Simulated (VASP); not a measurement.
Wanted: the native input for a VASP 6.6.1 run.

- Task: single point
- Functional: PBE
- Potentials or basis: VASP PAW PBE potentials, release 64 (Cu_sv_GW)
- Cutoff: 820 eV
- k mesh: 18 × 18 × 10
- Occupations: gaussian, width 0.1 eV
- Spin: no spin polarisation
- Dipole correction: no
- Further INCAR settings: ALGO = Normal; EDIFF = 1e-06; NBANDS = 26

The structure of Cu lies in POSCAR:

```
Cu
1.0
    2.4981378381      0.0000000000      0.0000000000
   -1.2490689190      2.1634508299      0.0000000000
    0.0000000000      0.0000000000      4.4243450075
Cu
2
Direct
    0.3333333300      0.6666666700      0.2500000000
    0.6666666700      0.3333333300      0.7500000000
```

This isn't the form of Cu at room conditions, which is fcc.

This cell differs from its parent crystal: strained.

The input as run:

INCAR

```
SYSTEM = Cu
  PREC = Accurate
  ENCUT = 820
  EDIFF = 1E-6
  ISMEAR = 0
  SIGMA = 0.1
  LREAL = .False.
  LASPH = .True.
  NELM = 120
  ALGO = Normal
  ISIF = 2
  LWAVE = .False.
  LCHARG = .False.
  GGA = PE
  NBANDS = 26
  GGA_COMPAT = .False.
```

KPOINTS

```
regular mesh
0
Gamma
  18 18 10
  0 0 0
```

Potentials or basis: VASP PAW PBE potentials, release 64 (Cu_sv_GW).

Run with:

```sh
$ cat potpaw_PBE.64/Cu_sv_GW/POTCAR > POTCAR
$ mpirun -np 1 vasp_std > vasp.out
```

It gave:

The pressure is -0.5 GPa and the band gap on the k mesh is zero (bands 19 and 20 overlap by 6.31 eV).

Caveat: the cell differs from its parent crystal (strained); the stress differs along the axes, from -9 to 4 GPa.

Wall time 92 s on 1 thread of Intel(R) Xeon(R) 6975P-C (Granite Rapids), on a shared host, peak memory 0.38 GiB.
